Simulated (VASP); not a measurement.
# AgCl (P6_3/mmc) in VASP: dielectric tensor with PBE

Aim: the dielectric tensor of AgCl with PBE.

Program: VASP 6.6.1. These are calculated values, not measurements. Logs are shortened: lines on timing, memory, paths and dates and some standing lists are left out, and cuts for length are marked.

## 1. The cell of the first run

The structure is hexagonal, space group P6_3/mmc (No. 194). The conventional cell has a = 4.518 Å, b = 4.518 Å, c = 5.723 Å, α = 90.00°, β = 90.00°, γ = 120.00°. Within 3.4 Å of Ag (site symmetry -6m2) lie 5 Cl at 2.61 to 2.86 Å. Cl (site symmetry -6m2) has 5 Ag at 2.61 to 2.86 Å within 3.4 Å.

## 2. Dielectric tensor, PBE

INCAR

```
PREC = Accurate
ENCUT = 520
EDIFF = 1E-8
ISMEAR = 0
SIGMA = 0.01
LREAL = False
LASPH = True
NELM = 100
ALGO = Normal
ISIF = 2
LWAVE = False
LCHARG = False
GGA = PE
LEPSILON = True
```

KPOINTS

```
Automatic mesh
0
Gamma
  6 6 4
```

POSCAR

```
AgCl
1.0
    4.5183990750      0.0000000000      0.0000000000
   -2.2591995375      3.9130483834      0.0000000000
    0.0000000000      0.0000000000      5.7230251153
Ag Cl
2 2
Direct
    0.3333333333      0.6666666667      0.2500000000
    0.6666666667      0.3333333333      0.7500000000
    0.6666666667      0.3333333333      0.2500000000
    0.3333333333      0.6666666667      0.7500000000
```

Potentials or basis: VASP PAW PBE potentials, release 64 (Ag, Cl).

Launch:

```bash
$ cat potpaw_PBE.64/Ag/POTCAR potpaw_PBE.64/Cl/POTCAR > POTCAR
$ mpirun -np 1 vasp_std > vasp.out
```

OUTCAR:

```text
PREC = Accurate
   ENCUT = 520
   EDIFF = 1E-8
   ISMEAR = 0
   LREAL = False
   LASPH = True
   NELM = 100
   ISIF = 2
   GGA = PE
   LEPSILON = True

 ion  position               nearest neighbor table
   1  0.333  0.667  0.250-   3 2.61   3 2.61   3 2.61   4 2.86   4 2.86
   2  0.667  0.333  0.750-   4 2.61   4 2.61   4 2.61   3 2.86   3 2.86
   3  0.667  0.333  0.250-   1 2.61   1 2.61   1 2.61   2 2.86   2 2.86
   4  0.333  0.667  0.750-   2 2.61   2 2.61   2 2.61   1 2.86   1 2.86

  LATTYP: Found a hexagonal cell.
 ALAT       =     4.5183990750
 C/A-ratio  =     1.2666046138

  Lattice vectors:

 A1 = (   4.5183990750,   0.0000000000,   0.0000000000)
 A2 = (  -2.2591995375,   3.9130483834,   0.0000000000)
 A3 = (   0.0000000000,   0.0000000000,   5.7230251153)

Analysis of symmetry for initial positions (statically):
=====================================================================
 Subroutine PRICEL returns:
 Original cell was already a primitive cell.

 Routine SETGRP: Setting up the symmetry group for a
 hexagonal supercell.

 Subroutine GETGRP returns: Found 24 space group operations
 (whereof 12 operations were pure point group operations)
 out of a pool of 24 trial point group operations.

The static configuration has the point symmetry D_3d.
 The point group associated with its full space group is D_6h.

Analysis of symmetry for dynamics (positions and initial velocities):
=====================================================================
 Subroutine PRICEL returns:
 Original cell was already a primitive cell.

 Routine SETGRP: Setting up the symmetry group for a
 hexagonal supercell.

 Subroutine GETGRP returns: Found 24 space group operations
 (whereof 12 operations were pure point group operations)
 out of a pool of 24 trial point group operations.

The dynamic configuration has the point symmetry D_3d.
 The point group associated with its full space group is D_6h.

 Subroutine INISYM returns: Found 24 space group operations
 (whereof 12 operations are pure point group operations),
 and found     1 'primitive' translations

----------------------------------------------------------------------------------------

                                     Primitive cell

  volume of cell :     101.1872

  direct lattice vectors                    reciprocal lattice vectors
     4.518399075  0.000000000  0.000000000     0.221317326  0.127777618  0.000000000
[... 684 lines left out ...]
 -----------------------------------------------------------------------------------
    total drift:                               -0.000000      0.000000     -0.000000

  FREE ENERGIE OF THE ION-ELECTRON SYSTEM (eV)
  ---------------------------------------------------
  free  energy   TOTEN  =       -10.8435722112 eV

  energy  without entropy=      -10.8435722112  energy(sigma->0) =      -10.84357221

 HEAD OF MICROSCOPIC STATIC DIELECTRIC TENSOR (INDEPENDENT PARTICLE, excluding Hartree and local field effects)
 ------------------------------------------------------
           4.438756     0.000000     0.000000
           0.000000     4.438756     0.000000
           0.000000     0.000000     4.427460
 ------------------------------------------------------

 Free energy of the ion-electron system (eV)
  ---------------------------------------------------
  ---------------------------------------------------
  free energy    TOTEN  =        -0.92899087 eV

  energy without entropy =       -0.92899087

------------------------ aborting loop because EDIFF is reached ----------------------------------------

--------------------------------------- Ionic step        2  -------------------------------------------

------------------------ aborting loop because EDIFF is reached ----------------------------------------

--------------------------------------- Ionic step        3  -------------------------------------------

 Free energy of the ion-electron system (eV)
  ---------------------------------------------------
  ---------------------------------------------------
  free energy    TOTEN  =        -0.95676029 eV

  energy without entropy =       -0.95676029

------------------------ aborting loop because EDIFF is reached ----------------------------------------

 PIEZOELECTRIC TENSOR FIELD DIRECTION 3  (e Angst)
 -----------------------------------------------------------------------------
     0.00682  0.00000  0.00000           (  0.00001  0.00000  0.00000)
     0.00000  0.00682 -0.00000           (  0.00000  0.00001  0.00000)
    -0.00000 -0.00000 -0.00701           (  0.00000  0.00000  0.00023)

 PIEZOELECTRIC TENSOR FIELD DIRECTION 3  (C/m^2)
 -----------------------------------------------------------------------------
     0.00108  0.00000  0.00000
     0.00000  0.00108 -0.00000
    -0.00000 -0.00000 -0.00111

 MACROSCOPIC STATIC DIELECTRIC TENSOR (including local field effects in DFT)
 ------------------------------------------------------
           4.121639     0.000000     0.000000
           0.000000     4.121639    -0.000000
           0.000000     0.000000     4.211256
 ------------------------------------------------------

 PIEZOELECTRIC TENSOR (including local field effects)  for field in x, y, z        (e  Angst)
          XX          YY          ZZ          XY          YZ          ZX
  --------------------------------------------------------------------------------
  x     0.00000     0.00000     0.00000     0.00000     0.00000     0.00000
  y     0.00000     0.00000     0.00000     0.00000     0.00000     0.00000
  z     0.00000     0.00000     0.00000     0.00000     0.00000     0.00000

 PIEZOELECTRIC TENSOR (including local field effects)  for field in x, y, z        (C/m^2)
          XX          YY          ZZ          XY          YZ          ZX
  --------------------------------------------------------------------------------
  x     0.00000     0.00000     0.00000     0.00000     0.00000     0.00000
  y     0.00000     0.00000     0.00000     0.00000     0.00000     0.00000
  z     0.00000     0.00000     0.00000     0.00000     0.00000     0.00000

 BORN EFFECTIVE CHARGES (including local field effects) (in |e|, cummulative output)
 ---------------------------------------------------------------------------------
 ion    1
    1     1.29500     0.00000     0.00000
    2     0.00000     1.29500     0.00000
    3     0.00000    -0.00000     1.36353
 ion    2
    1     1.29500     0.00000     0.00000
    2     0.00000     1.29500     0.00000
    3     0.00000    -0.00000     1.36353
 ion    3
    1    -1.29500     0.00000     0.00000
    2     0.00000    -1.29500     0.00000
    3     0.00000     0.00000    -1.36353
 ion    4
    1    -1.29500     0.00000     0.00000
    2     0.00000    -1.29500     0.00000
    3    -0.00000     0.00000    -1.36353
```

Wall time 13 min (1 thread of Oxide Virtual Turin-like, shared host); peak memory 0.39 GiB.

What came out:

* Band gap on the k mesh: 1.36 eV, indirect (least direct gap 1.39 eV)
* Electronic dielectric tensor (diagonal): 4.12, 4.12, 4.21
* Born charges (mean of the diagonal): Ag +1.32; Cl -1.32 e

Levels at points of the mesh, in eV from the valence-band top:
```
           k point  band 14  band 15  band 16  band 17  band 18  band 19  band 20  band 21  band 22
(0.00, 0.00, 0.00)    -1.59    -0.31    -0.31    -0.02    -0.02     1.36     3.04     7.45     7.45
(0.50, 0.00, 0.00)    -1.43    -1.42    -1.39    -1.38    -1.01     4.02     4.39     6.15     7.54
(0.00, 0.00, 0.50)    -1.01    -0.12    -0.12    -0.12    -0.12     3.46     3.46     7.34     7.34
(0.50, 0.00, 0.50)    -1.61    -1.12    -1.12    -0.13    -0.13     4.82     4.82     6.27     6.27
```

Electronic dielectric tensor:
```
4.12 0.00 0.00
0.00 4.12 0.00
0.00 0.00 4.21
```

Born effective charge tensors (e):
atom 1, Ag
```
1.29 0.00 0.00
0.00 1.29 0.00
0.00 0.00 1.36
```
atom 2, Ag
```
1.29 0.00 0.00
0.00 1.29 0.00
0.00 0.00 1.36
```
atom 3, Cl
```
-1.29  0.00  0.00
 0.00 -1.29  0.00
 0.00  0.00 -1.36
```
atom 4, Cl
```
-1.29  0.00  0.00
 0.00 -1.29  0.00
 0.00  0.00 -1.36
```

A k mesh can miss the band edges. PBE gaps usually lie below the measured ones, often by a third to a half.
